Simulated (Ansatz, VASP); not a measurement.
AlN: VASP beside Ansatz

```xyz
2
Lattice="4.5220 0.0000 0.0000 -2.2610 3.9162 0.0000 0.0000 0.0000 3.3749" Properties=species:S:1:pos:R:3 pbc="T T T"
Al    0.0000    0.0000    1.6875
N     0.0000    0.0000    0.0000
```

Alike in both runs: task relaxation of cell and atoms; functional PBE; k mesh 6 × 6 × 8; occupations gaussian, width 0.02 eV; no spin polarisation.

```csv
,VASP,Ansatz
version,VASP 6.6.1,Ansatz 0.2.0
potentials or method,"VASP PAW PBE potentials, release 64 (Al, N), cutoff 600 eV","scalar-relativistic, plane waves, PAW"
valence electrons in the cell,8,8
```

```tsv
	VASP	Ansatz	Ansatz less VASP
gap on the k mesh at the Fermi level, each at its own relaxed structure (eV)	1.36	1.47	+0.118
relaxed volume (Å³/atom)	37.28	39.59	+2.310
relaxed cell length with the largest relative difference (Å)	5.050	5.204	+0.1547
```

One of these differences is far larger than is usual between the two programs; its cause wasn't traced.

Noted on VASP's run: the volume moved by over 15 % at a fixed basis, so the end points are rough.
